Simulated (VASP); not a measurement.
Here is a VASP 6.6.1 calculation.

Contents of INCAR:

```
SYSTEM = GdO
PREC = Accurate ; ENCUT = 520
EDIFF = 1E-6 ; ISMEAR = 0
SIGMA = 0.05 ; LREAL = .False.
LASPH = .True. ; NELM = 150
ALGO = Normal ; ISIF = 2
LWAVE = .False. ; LCHARG = .True.
ISPIN = 2 ; MAGMOM = 7 -7 0 0
LORBIT = 11 ; LMAXMIX = 6
LDAU = .True. ; LDAUTYPE = 2
LDAUL = 3 -1 ; LDAUU = 6 0
LDAUJ = 0 0 ; LDAUPRINT = 1
GGA = CA ; LELF = .True.
LVHAR = .True. ; NBANDS = 36
```

File KPOINTS:

```
Automatic mesh
0
Gamma
  6 6 6
  0 0 0
```

Contents of POSCAR:

```
GdO
1.0
    0.0000000000      2.7000000000      2.7000000000
    5.4000000000      2.7000000000      2.7000000000
    5.4000000000      5.4000000000      0.0000000000
Gd O
2 2
Direct
    0.0000000000      0.0000000000      0.0000000000
    0.0000000000      0.0000000000      0.5000000000
    0.2500000000      0.2500000000      0.0000000000
    0.2500000000      0.2500000000      0.5000000000
```

Potentials or basis: VASP PAW PBE potentials, release 64 (Gd, O).

Command:

```sh
$ cat potpaw_PBE.64/Gd/POTCAR potpaw_PBE.64/O/POTCAR > POTCAR
$ mpirun -np 1 vasp_std > vasp.out
```

Problem. Predict the net moment.

Solution. 0.00 μB per cell.

Problem. Predict the band gap on the k mesh.

Solution. Zero (filled and empty bands overlap).

Problem. Estimate the pressure.

Solution. -7.3 GPa.

Problem. Predict the site moments.

Solution. Gd +6.89, -6.89; O +0.00 μB.

Stress tensor (GPa, compression positive):
```
-7.43  0.00  0.00
 0.00 -7.26  0.00
 0.00  0.00 -7.26
```

Caveat: the PAW data sets were made with another functional, which shifts forces and pressure a little; spin-orbit coupling is left out, which moves the levels of the heavy elements. The state reached can hang on the start; a lower one may exist.
